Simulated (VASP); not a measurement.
# Cu (Fm-3m) in VASP: a series of runs

Cu is run at these levels: PBEsol; tasks: relaxation of cell and atoms.

All numbers are computed with VASP 6.6.1; they aren't measurements. Logs are shortened: lines on timing, memory, paths and dates and some standing lists are left out, and cuts for length are marked.

## (1) The cell of the first run

It takes space group Fm-3m (No. 225, cubic). The conventional cell has a = 3.563 Å, b = 3.563 Å, c = 3.563 Å, α = 90.00°, β = 90.00°, γ = 90.00°. Cu (site symmetry m-3m) has 12 Cu at 2.52 Å within 3.3 Å.

## (2) Relaxation of cell and atoms, PBEsol, target pressure 2 GPa, at which the enthalpy is minimised

File INCAR:

```
SYSTEM = Cu
ALGO     = Normal         ! electronic algorithm
EDIFF    = 1E-6           ! SCF threshold, eV
EDIFFG   = -0.002         ! ionic threshold
ENCUT    = 600            ! plane-wave cutoff, eV
GGA      = PS             ! functional
IBRION   = 2              ! ionic algorithm
ISIF     = 3              ! what is computed and relaxed
ISMEAR   = -1             ! smearing method
LASPH    = .True.         ! aspherical terms in the spheres
LCHARG   = .False.        ! write CHGCAR
LREAL    = .False.        ! projectors in reciprocal space
LWAVE    = .False.        ! write WAVECAR
NELM     = 60             ! most SCF steps
NSW      = 100            ! ionic steps
PREC     = Accurate       ! precision mode
PSTRESS  = 20.0         
SIGMA    = 0.05           ! smearing width, eV
```

File KPOINTS:

```
k-points
0
Gamma
  26 26 26
  0 0 0
```

File POSCAR:

```
Cu
1.0
    0.0000000000      1.7816532797      1.7816532797
    1.7816532797      0.0000000000      1.7816532797
    1.7816532797      1.7816532797      0.0000000000
Cu
1
Direct
    0.0000000000      0.0000000000      0.0000000000
```

Potentials or basis: VASP PAW PBE potentials, release 64 (Cu).

Started as:

```console
cat potpaw_PBE.64/Cu/POTCAR > POTCAR
mpirun -np 1 vasp_std > vasp.out
```

OUTCAR:

```text
SYSTEM = Cu
   EDIFF = 1E-6
   EDIFFG = -0.002
   ENCUT = 600
   GGA = PS
   IBRION = 2
   ISIF = 3
   ISMEAR = -1
   LASPH = .True.
   LREAL = .False.
   NELM = 60
   NSW = 100
   PREC = Accurate
   PSTRESS = 20.0

 ion  position               nearest neighbor table
   1  0.000  0.000  0.000-

  LATTYP: Found a face centered cubic cell.
 ALAT       =     3.5633065594

  Lattice vectors:

 A1 = (   0.0000000000,   1.7816532797,   1.7816532797)
 A2 = (   1.7816532797,   0.0000000000,   1.7816532797)
 A3 = (   1.7816532797,   1.7816532797,   0.0000000000)

Analysis of symmetry for initial positions (statically):
=====================================================================
 Subroutine PRICEL returns:
 Original cell was already a primitive cell.

 Routine SETGRP: Setting up the symmetry group for a
 face centered cubic supercell.

 Subroutine GETGRP returns: Found 48 space group operations
 (whereof 48 operations were pure point group operations)
 out of a pool of 48 trial point group operations.

The static configuration has the point symmetry O_h .

Analysis of symmetry for dynamics (positions and initial velocities):
=====================================================================
 Subroutine PRICEL returns:
 Original cell was already a primitive cell.

 Routine SETGRP: Setting up the symmetry group for a
 face centered cubic supercell.

 Subroutine GETGRP returns: Found 48 space group operations
 (whereof 48 operations were pure point group operations)
 out of a pool of 48 trial point group operations.

The dynamic configuration has the point symmetry O_h .

 Subroutine INISYM returns: Found 48 space group operations
 (whereof 48 operations are pure point group operations),
 and found     1 'primitive' translations

----------------------------------------------------------------------------------------

                                     Primitive cell

  volume of cell :      11.3110

  direct lattice vectors                    reciprocal lattice vectors
     0.000000000  1.781653280  1.781653280    -0.280638217  0.280638217  0.280638217
     1.781653280  0.000000000  1.781653280     0.280638217 -0.280638217  0.280638217
     1.781653280  1.781653280  0.000000000     0.280638217  0.280638217 -0.280638217

  length of vectors
     2.519638232  2.519638232  2.519638232     0.486079651  0.486079651  0.486079651

  position of ions in fractional coordinates (direct lattice)
     0.000000000  0.000000000  0.000000000

  ion indices of the primitive-cell ions
   primitive index   ion index
                 1           1

----------------------------------------------------------------------------------------

 KPOINTS: k-points

Automatic generation of k-mesh.
 Grid dimensions read from file:
 generate k-points for:   26   26   26

 Generating k-lattice:

  Cartesian coordinates                     Fractional coordinates (reciprocal lattice)
    -0.010793778  0.010793778  0.010793778     0.038461538  0.000000000  0.000000000
     0.010793778 -0.010793778  0.010793778     0.000000000  0.038461538  0.000000000
     0.010793778  0.010793778 -0.010793778     0.000000000  0.000000000  0.038461538

  Length of vectors
     0.018695371  0.018695371  0.018695371

  Shift w.r.t. Gamma in fractional coordinates (k-lattice)
     0.000000000  0.000000000  0.000000000

 Subroutine IBZKPT returns following result:
 ===========================================

 Found    511 irreducible k-points:

 Following reciprocal coordinates:
            Coordinates               Weight
  0.000000  0.000000  0.000000      1.000000
  0.038462  0.000000  0.000000      8.000000
  0.076923  0.000000  0.000000      8.000000
  0.115385  0.000000  0.000000      8.000000
  0.153846  0.000000  0.000000      8.000000
  0.192308  0.000000  0.000000      8.000000
[... 16 lines left out ...]
  0.346154  0.038462  0.000000     24.000000
  0.384615  0.038462  0.000000     24.000000
 [... further k-points ...]
   k-points           NKPTS =    511   k-points in BZ     NKDIM =    511   number of bands    NBANDS=      9
   number of dos      NEDOS =    301   number of ions     NIONS =      1
   total plane-waves  NPLWV =   8000
   dimension x,y,z NGX =    20 NGY =   20 NGZ =   20
   dimension x,y,z NGXF=    40 NGYF=   40 NGZF=   40
   ions per type =               1
   NGX,Y,Z   is equivalent  to a cutoff of  13.20, 13.20, 13.20 a.u.
   NGXF,Y,Z  is equivalent  to a cutoff of  26.39, 26.39, 26.39 a.u.
 SYSTEM =  Cu
   PREC   = accura    normal or accurate (medium, high low for compatibility)
   ISTART =      0    job   : 0-new  1-cont  2-samecut
   ICHARG =      2    charge: 1-file 2-atom 10-const
   ISPIN  =      1    spin polarized calculation?
   LNONCOLLINEAR =      F non collinear calculations
   LSORBIT =      F    spin-orbit coupling
   LASPH  =      T    aspherical Exc in radial PAW
   ENCUT  =  600.0 eV  44.10 Ry    6.64 a.u.   5.03  5.03  5.03*2*pi/ulx,y,z
   NELM   =     60;   NELMIN=  2; NELMDL= -5     # of ELM steps
   EDIFF  = 0.1E-05   stopping-criterion for ELM
   LREAL  =      F    real-space projection
   EDIFFG = -.2E-02   stopping-criterion for IOM
   NSW    =    100    number of steps for IOM
   IBRION =      2    ionic relax: 0-MD 1-quasi-New 2-CG
   NFREE  =      1    steps in history (QN), initial steepest desc. (CG)
   ISIF   =      3    stress and relaxation
   ISYM   =      2    0-nonsym 1-usesym 2-fastsym
   POTIM  = 0.5000    time-step for ionic-motion
   TEBEG  =    0.0;   TEEND  =   0.0 temperature during run
   PSTRESS=   20.0 pullay stress
   NELECT =      11.0000    total number of electrons
   NUPDOWN=      -1.0000    fix difference up-down
   EMIN   =  10.00;   EMAX   =-10.00  energy-range for DOS
   EFERMI =   0.00;   METHOD = LEGACY
   ISMEAR =    -1;   SIGMA  =   0.05  broadening in eV -4-tet -1-fermi 0-gaus
   EFERMI_NEDOS =   21; number of points for ismear=-14 and -15
   IALGO  =     38    algorithm
   IMIX   =      4    mixing-type and parameters
     AMIX     =   0.40;   BMIX     =  1.00
     AMIX_MAG =   1.60;   BMIX_MAG =  1.00
  volume/ion in A,a.u.               =      11.31        76.33
  Fermi-wavevector in a.u.,A,eV,Ry     =   1.621956  3.065053 35.793430  2.630743
  Thomas-Fermi vector in A             =   2.715648
   LORBIT       =      0    0 simple, 1 ext, 2 COOP (PROOUT), +10 PAW based schemes
   GGA     = PS    functional components
   LHFCALC =     F    Hartree Fock is set to
   AEXX    =    0.0000 exact exchange contribution
   IVDW    =     0    specifies the selected vdW correction
   LEPSILON=     F    determine dielectric tensor
   LRPA    =     F    only Hartree local field effects (RPA)
 conjugate gradient relaxation of ions
 non-spin polarized calculation
  energy-cutoff  :      600.00
  volume of cell :       11.31
 maximum number of plane-waves:       388
   NGX =  9   NGY =  9   NGZ =  9

--------------------------------------- Ionic step        1  -------------------------------------------

 number of electron      11.0000013 magnetization

 Free energy of the ion-electron system (eV)
  ---------------------------------------------------
  ext. energy  EPLUGINS =         0.00000000
  ---------------------------------------------------
  free energy    TOTEN  =        -4.31025764 eV

  energy without entropy =       -4.30804307  energy(sigma->0) =       -4.30915035

------------------------ aborting loop because EDIFF is reached ----------------------------------------

  FORCE on cell =-STRESS in cart. coord.  units (eV):
  Direction    XX          YY          ZZ          XY          YZ          ZX
  --------------------------------------------------------------------------------------
  -------------------------------------------------------------------------------------
  Total        0.0611956      0.0611956      0.0611956      0.0000000     -0.0000000      0.0000000
  in kB        8.6682419      8.6682419      8.6682419      0.0000000     -0.0000000      0.0000000
  external PRESSURE =     -11.3317581 kB  Pullay stress =      20.0000000 kB
[... 170 lines left out ...]
  enthalpy is  TOTEN    =        -4.1693599767 eV   P V=        0.1402538062

--------------------------------------- Ionic step        6  -------------------------------------------

 number of electron      11.0000013 magnetization

 Free energy of the ion-electron system (eV)
  ---------------------------------------------------
  ext. energy  EPLUGINS =         0.00000000
  ---------------------------------------------------
  free energy    TOTEN  =        -4.30958200 eV

  energy without entropy =       -4.30737148  energy(sigma->0) =       -4.30847674

 E-fermi :   8.0411     XC(G=0): -13.2031

 val. band max:        8.0312304025   @ k =   0.4615   0.2308   0.0000
 cond. band min:       8.0532525906   @ k =   0.5000   0.3462   0.1538
 fundamental gap:      0.0220221882
 Fermi energy:         8.0410996350

 k-point     1 :       0.0000    0.0000    0.0000
  band No.  band energies     occupation
      1      -1.7426      2.00000
      2       4.8508      2.00000
      3       4.8508      2.00000
      4       4.8508      2.00000
      5       5.7500      2.00000
      6       5.7500      2.00000
      7      31.0188      0.00000
      8      34.0261      0.00000
      9      34.0261      0.00000
[... 265 lines left out ...]
 k-point    24 :       0.3846    0.0385    0.0000
  band No.  band energies     occupation
      1       2.2060      2.00000
      2       4.8734      2.00000
      3       4.9174      2.00000
      4       5.1178      2.00000
      5       6.2290      2.00000
      6       6.2352      2.00000
      7      15.3592      0.00000
      8      29.5832      0.00000
      9      29.8805      0.00000

 [... further k-points ...]

------------------------ aborting loop because EDIFF is reached ----------------------------------------

  FORCE on cell =-STRESS in cart. coord.  units (eV):
  Direction    XX          YY          ZZ          XY          YZ          ZX
  --------------------------------------------------------------------------------------
  -------------------------------------------------------------------------------------
  Total        0.1393049      0.1393049      0.1393049     -0.0000000     -0.0000000      0.0000000
  in kB       19.8692765     19.8692765     19.8692765     -0.0000000     -0.0000000      0.0000000
  external PRESSURE =      -0.1307235 kB  Pullay stress =      20.0000000 kB
[... 16 lines left out ...]
  FREE ENERGIE OF THE ION-ELECTRON SYSTEM (eV)
  ---------------------------------------------------
  free  energy   TOTEN  =        -4.3095820037 eV

  energy  without entropy=       -4.3073714796  energy(sigma->0) =       -4.30847674

  enthalpy is  TOTEN    =        -4.1693605547 eV   P V=        0.1402214490

 reached required accuracy - stopping structural energy minimisation
```

It took 62 s on 1 thread of Intel Xeon 6975P-C (Granite Rapids), shared host; peak memory 0.19 GiB.

Results:

```yaml
Free_energy: -4.3096 eV
Relaxed_volume: 11.23 Å³/atom
Relaxed_cell: a = 2.514 Å, b = 2.514 Å, c = 2.514 Å, α = 60.00°, β = 60.00°, γ = 60.00°
Space_group_after_relaxing_to_0.1_Å: Fm-3m (No. 225)
Energy_change_on_relaxing_the_run_minimises_the_enthalpy: +0.7 meV/atom
Ionic_steps: 6
Pressure_after_relaxing: 2.0 GPa
Band_gap_on_the_k_mesh: zero (an odd number of electrons rules out a gap without spin polarisation)
```

The path:
```csv
step,energy change (eV),largest force (eV/Å),pressure (GPa),volume (Å³)
1,0.0000,0.0000,0.87,11.31
2,0.0015,0.0000,2.84,11.18
3,0.0007,0.0000,2.13,11.23
4,0.0006,0.0000,1.92,11.24
5,0.0006,0.0000,1.95,11.24
6,0.0007,0.0000,1.99,11.23
```

Final structure:
```
Cu
1.0
     0.00000    1.77755    1.77755
     1.77755    0.00000    1.77755
     1.77755    1.77755    0.00000
Cu
1
Direct
  0.00000 0.00000 0.00000
```

Caveat: the cell is relaxed towards a set pressure, so the run minimises the enthalpy, not the energy; the PAW data sets were made with another functional, which shifts forces and pressure a little.

## (3) Relaxation of cell and atoms, PBEsol, target pressure 4 GPa, at which the enthalpy is minimised

File INCAR:

```
PREC = Accurate
ENCUT = 600
EDIFF = 1E-6
ISMEAR = -1
SIGMA = 0.05
LREAL = F
LASPH = T
NELM = 60
ALGO = Normal
ISIF = 3
LWAVE = F
LCHARG = F
GGA = PS
IBRION = 2
NSW = 100
EDIFFG = -0.002
PSTRESS = 40.0
```

File KPOINTS:

```
Automatic mesh
0
Gamma
  26 26 26
```

POSCAR is that of step 2.

Potentials or basis: VASP PAW PBE potentials, release 64 (Cu).

Started as:

```console
cat potpaw_PBE.64/Cu/POTCAR > POTCAR
mpirun -np 1 vasp_std > vasp.out
```

OUTCAR:

```text
PREC = Accurate
   ENCUT = 600
   EDIFF = 1E-6
   ISMEAR = -1
   LREAL = F
   LASPH = T
   NELM = 60
   ISIF = 3
   GGA = PS
   IBRION = 2
   NSW = 100
   EDIFFG = -0.002
   PSTRESS = 40.0

 ion  position               nearest neighbor table
   1  0.000  0.000  0.000-

  LATTYP: Found a face centered cubic cell.
 ALAT       =     3.5633065594

  Lattice vectors:

 A1 = (   0.0000000000,   1.7816532797,   1.7816532797)
 A2 = (   1.7816532797,   0.0000000000,   1.7816532797)
 A3 = (   1.7816532797,   1.7816532797,   0.0000000000)

Analysis of symmetry for initial positions (statically):
=====================================================================
 Subroutine PRICEL returns:
 Original cell was already a primitive cell.
[... 253 lines left out ...]

 val. band max:        8.1843754150   @ k =   0.4615   0.2308   0.0000
 cond. band min:       8.2074983036   @ k =  -0.4615   0.1154   0.0385
 fundamental gap:      0.0231228887
 Fermi energy:         8.1904269084

 k-point     1 :       0.0000    0.0000    0.0000
  band No.  band energies     occupation
      1      -1.6841      2.00000
      2       4.9622      2.00000
      3       4.9622      2.00000
      4       4.9622      2.00000
      5       5.8774      2.00000
      6       5.8774      2.00000
      7      31.2580      0.00000
      8      34.3557      0.00000
      9      34.3557      0.00000
[... 265 lines left out ...]
 k-point    24 :       0.3846    0.0385    0.0000
  band No.  band energies     occupation
      1       2.2873      2.00000
      2       4.9848      2.00000
      3       5.0297      2.00000
      4       5.2285      2.00000
      5       6.3647      2.00000
      6       6.3699      2.00000
      7      15.5782      0.00000
      8      29.8277      0.00000
      9      30.1982      0.00000

 [... further k-points ...]

------------------------ aborting loop because EDIFF is reached ----------------------------------------

  FORCE on cell =-STRESS in cart. coord.  units (eV):
  Direction    XX          YY          ZZ          XY          YZ          ZX
  --------------------------------------------------------------------------------------
  -------------------------------------------------------------------------------------
  Total        0.2769991      0.2769991      0.2769991     -0.0000000      0.0000000     -0.0000000
  in kB       39.9606125     39.9606125     39.9606125     -0.0000000      0.0000000     -0.0000000
  external PRESSURE =      -0.0393875 kB  Pullay stress =      40.0000000 kB
[... 20 lines left out ...]
  energy  without entropy=       -4.3050106873  energy(sigma->0) =       -4.30611104

  enthalpy is  TOTEN    =        -4.0299393135 eV   P V=        0.2772720863

 reached required accuracy - stopping structural energy minimisation
```

OSZICAR:

```text
N       E                     dE             d eps       ncg     rms          rms(c)
DAV:   1     0.378004226899E+02    0.37800E+02   -0.62591E+03  9449   0.233E+03
[... 20 lines left out ...]
       N       E                     dE             d eps       ncg     rms          rms(c)
DAV:   1    -0.435180046756E+01   -0.49682E-01   -0.88355E-01  9643   0.253E+01    0.172E+00
DAV:   2    -0.432049679941E+01    0.31304E-01   -0.62642E-01  9644   0.185E+01    0.636E-01
DAV:   3    -0.430846452290E+01    0.12032E-01   -0.93913E-02  9559   0.740E+00    0.250E-01
DAV:   4    -0.430721197793E+01    0.12525E-02   -0.19743E-03 12825   0.633E-01    0.190E-02
DAV:   5    -0.430721134288E+01    0.63505E-06   -0.25737E-05 10969   0.112E-01    0.803E-03
DAV:   6    -0.430721139979E+01   -0.56911E-07   -0.21712E-06  6563   0.281E-02
   3 F= -.40299393E+01 E0= -.40288390E+01  d E =-.207146E-02
```

It took 40 s on 1 thread of Intel Xeon 6975P-C (Granite Rapids), shared host; peak memory 0.19 GiB.

What came out:

```yaml
Free_energy: -4.3072 eV
Relaxed_volume: 11.11 Å³/atom
Relaxed_cell: a = 2.504 Å, b = 2.504 Å, c = 2.504 Å, α = 60.00°, β = 60.00°, γ = 60.00°
Space_group_after_relaxing_to_0.1_Å: Fm-3m (No. 225)
Energy_change_on_relaxing_the_run_minimises_the_enthalpy: +3.0 meV/atom
Ionic_steps: 3
Pressure_after_relaxing: 4.0 GPa
Band_gap_on_the_k_mesh: zero (an odd number of electrons rules out a gap without spin polarisation)
```

Step by step:
```
step  energy change (eV)  largest force (eV/Å)  pressure (GPa)  volume (Å³)
   1              0.0000                0.0000            0.87        11.31
   2              0.0081                0.0000            6.69        10.95
   3              0.0030                0.0000            4.00        11.11
```

Final structure:
```
Cu
1.0
     0.00000    1.77082    1.77082
     1.77082    0.00000    1.77082
     1.77082    1.77082    0.00000
Cu
1
Direct
  0.00000 0.00000 0.00000
```

Levels at points of the mesh, in eV from the Fermi level:
```tsv
k point	band 4	band 5	band 6	band 7	band 8	band 9
(0.00, 0.00, 0.00)	-3.23	-2.31	-2.31	23.07	26.17	26.17
(0.50, 0.00, 0.00)	-1.69	-1.69	-1.23	4.05	21.53	22.98
(0.50, 0.50, 0.00)	-1.53	-1.53	1.40	7.53	13.51	13.51
```

Caveat: the cell is relaxed towards a set pressure, so the run minimises the enthalpy, not the energy; the PAW data sets were made with another functional, which shifts forces and pressure a little.

(Continued in part 2 of 2.)
